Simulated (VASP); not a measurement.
Here is a VASP 6.6.1 calculation.

Contents of INCAR:

```
PREC = Accurate
ENCUT = 520
EDIFF = 1E-6
ISMEAR = 0
SIGMA = 0.1
LREAL = F
LASPH = T
NELM = 80
ALGO = Fast
ISIF = 2
LWAVE = F
LCHARG = F
GGA = PS
NBANDS = 46
```

The input KPOINTS:

```
regular mesh
0
Gamma
  6 6 8
```

POSCAR

```
Sc3Al
1.0
    5.9914857672      0.0000000000      0.0000000000
   -2.9957428836      5.1887788808      0.0000000000
    0.0000000000      0.0000000000      4.7465831506
Sc Al
6 2
Direct
    0.8278336167      0.1721663833      0.7500000000
    0.3443327667      0.1721663833      0.7500000000
    0.8278336167      0.6556672333      0.7500000000
    0.1721663833      0.8278336167      0.2500000000
    0.6556672333      0.8278336167      0.2500000000
    0.1721663833      0.3443327667      0.2500000000
    0.6666666667      0.3333333333      0.2500000000
    0.3333333333      0.6666666667      0.7500000000
```

Potentials or basis: VASP PAW PBE potentials, release 64 (Sc_sv, Al).

Command:

```bash
$ cat potpaw_PBE.64/Sc_sv/POTCAR potpaw_PBE.64/Al/POTCAR > POTCAR
$ mpirun -np 1 vasp_std > vasp.out
```

(1) Estimate the largest force.

(2) Predict the pressure.

(3) Estimate the band gap on the k mesh.

## Answers

(1) 0.004 eV/Å.

(2) 11.0 GPa.

(3) zero (bands 36 and 37 overlap by 0.76 eV).

Caveat: the cell stands under pressure; the PAW data sets were made with another functional, which shifts forces and pressure a little.
